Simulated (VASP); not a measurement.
Runs of VASP 6.6.1 on KMgF3. It takes space group Pm-3m (No. 221, cubic). Conventional cell: a = 3.980 Å, b = 3.980 Å, c = 3.980 Å, α = 90.00°, β = 90.00°, γ = 90.00°. Within 3.7 Å of K (site symmetry m-3m) lie 12 F at 2.81 Å and 8 Mg at 3.45 Å. Mg (site symmetry m-3m) has 6 F at 1.99 Å within 2.6 Å. F (site symmetry 4/mmm) has 2 Mg at 1.99 Å within 2.6 Å. 

| k mesh | smearing | gap on the mesh (eV) | pressure (GPa) |
| --- | --- | --- | --- |
| 4 × 4 × 4 | methfessel-paxton 0.2 eV | 7.34 | 3.6 |
| 4 × 4 × 4 | gaussian 0.01 eV | 7.34 | 3.6 |
| 5 × 5 × 5 | gaussian 0.01 eV | (a) | 3.6 |
| 4 × 4 × 4 | methfessel-paxton 0.5 eV | 7.35 | 3.4 |

Alike in all rows: task single point; level PBE; potentials or basis VASP PAW PBE potentials, release 64 (K_sv, Mg, F); no spin polarisation; cell as given; cutoff (eV) 600.

Estimate the missing entries.

(a) 7.40.

Caveats: the cell stands under pressure; an odd mesh through Γ misses points on the zone boundary, where band edges can lie (at least some runs); so wide a smearing shifts energies and pressures (at least some runs).
